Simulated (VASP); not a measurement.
Write the native input for VASP 6.6.1 that does the following.

```
Task                   : single point
Functional             : r2SCAN
Potentials or basis    : VASP PAW PBE potentials, release 64 (Ca_sv, O)
Cutoff                 : 520 eV
k mesh                 : 8 × 8 × 8
Occupations            : gaussian, width 0.05 eV
Spin                   : no spin polarisation
Dipole correction      : no
Further INCAR settings : ALGO = Normal; EDIFF = 1e-06; NBANDS = 15
```

Crystal: CaO.

```
Ca O
1.0
     2.90291    0.00000    0.00000
     0.00000    2.90291    0.00000
     0.00000    0.00000    2.93194
Ca O
1 1
Direct
  0.00000 0.00000 0.00000
  0.50000 0.50000 0.50000
```

The input as run:

POSCAR

```
CaO
1.0
    2.9029088165      0.0000000000      0.0000000000
    0.0000000000      2.9029088165      0.0000000000
    0.0000000000      0.0000000000      2.9319379047
Ca O
1 1
Direct
    0.0000000000      0.0000000000      0.0000000000
    0.5000000000      0.5000000000      0.5000000000
```

INCAR.step1

```
SYSTEM = CaO
ALGO     = Normal         ! electronic algorithm
EDIFF    = 1E-4           ! SCF threshold, eV
ENCUT    = 520            ! plane-wave cutoff, eV
GGA      = PE             ! functional
ISMEAR   = 0              ! smearing method
LASPH    = .True.         ! aspherical terms in the spheres
LCHARG   = .False.        ! write CHGCAR
LREAL    = .False.        ! projectors in reciprocal space
LWAVE    = .True.         ! write WAVECAR
NBANDS   = 15             ! bands
NELM     = 60             ! most SCF steps
PREC     = Accurate       ! precision mode
SIGMA    = 0.05           ! smearing width, eV
```

INCAR.step2

```
SYSTEM = CaO
ALGO     = Normal         ! electronic algorithm
EDIFF    = 1E-6           ! SCF threshold, eV
ENCUT    = 520            ! plane-wave cutoff, eV
ISIF     = 2              ! what is computed and relaxed
ISMEAR   = 0              ! smearing method
ISTART   = 1            
LASPH    = .True.         ! aspherical terms in the spheres
LCHARG   = .False.        ! write CHGCAR
LMIXTAU  = .True.       
LREAL    = .False.        ! projectors in reciprocal space
LWAVE    = .False.        ! write WAVECAR
METAGGA  = R2SCAN         ! meta-GGA
NBANDS   = 15             ! bands
NELM     = 60             ! most SCF steps
PREC     = Accurate       ! precision mode
SIGMA    = 0.05           ! smearing width, eV
```

KPOINTS

```
k-points
0
Gamma
  8 8 8
  0 0 0
```

Potentials or basis: VASP PAW PBE potentials, release 64 (Ca_sv, O).

The run is started by

```sh
$ cat potpaw_PBE.64/Ca_sv/POTCAR potpaw_PBE.64/O/POTCAR > POTCAR
$ cp INCAR.step1 INCAR
$ mpirun -np 1 vasp_std > vasp.out
$ cp INCAR.step2 INCAR
$ mpirun -np 1 vasp_std > vasp.out
```

Results of the run:

| Quantity | Value |
| --- | --- |
| Pressure | -0.2 GPa |
| Band gap on the k mesh | 3.25 eV, indirect (least direct gap 3.55 eV) |

Caveat: the PAW data sets were made with another functional, which shifts forces and pressure a little.

Wall time 42 s on 1 thread of Intel(R) Xeon(R) Platinum 8559C (Emerald Rapids), on a shared host, peak memory 0.16 GiB.
